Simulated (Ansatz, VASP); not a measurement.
One calculation of Mo, two programs

Contents of INCAR:

```
SYSTEM = Mo
PREC = Accurate ; ENCUT = 520
EDIFF = 1E-6 ; ISMEAR = -1
SIGMA = 0.1 ; LREAL = .FALSE.
LASPH = .TRUE. ; NELM = 60
ALGO = Normal ; ISIF = 2
LWAVE = .FALSE. ; LCHARG = .TRUE.
GGA = PE ; LELF = .TRUE.
LVHAR = .TRUE. ; NBANDS = 13
```

KPOINTS

```
regular mesh
0
G
  14 14 14
  0 0 0
```

Contents of POSCAR:

```
Mo
1.0
    2.7041844548      0.0000000000      0.0000000000
    0.0000000000      2.7041844548      0.0000000000
    0.0000000000      0.0000000000      2.7041844548
Mo
1
Direct
    0.0000000000      0.0000000000      0.0000000000
```

Input for Ansatz:

```yaml
crystal:
  lattice:
    - [2.7041844548, 0.0, 0.0]
    - [0.0, 2.7041844548, 0.0]
    - [0.0, 0.0, 2.7041844548]
  atoms:
    - { symbol: Mo, position: [0.0, 0.0, 0.0] }
hamiltonian:
  xc: pbe
  pseudopotentials:
    kind: paw
    azcp:
      Mo: "pseudopotentials/Mo.paw.azcp"
basis:
  ecutwfc: 420
  fft_grid_basis: typed
kpoints:
  mp_grid: { grid: [14, 14, 14], shift: [0, 0, 0] }
magnetization:
  spin_polarized: false
scf:
  occupations: { method: fermi_dirac, width: 0.1 }
  lower_state_search: "off"
output:
  stress: true
```

Alike in both runs: task single point; functional PBE; k mesh 14 × 14 × 14; occupations fermi-dirac, width 0.1 eV; no spin polarisation.

|  | VASP | Ansatz |
| --- | --- | --- |
| version | VASP 6.6.1 | Ansatz 0.2.0 |
| potentials or method | VASP PAW PBE potentials, release 64 (Mo_sv), cutoff 520 eV | plane waves (420 eV) with PAW, scalar-relativistic |
| valence electrons in the cell | 14 | 14 |

Ansatz gave:

```
pressure (GPa) : -17.4
```

Problem. What did VASP give for the same quantities?

Solution. Pressure (GPa): -17.1.
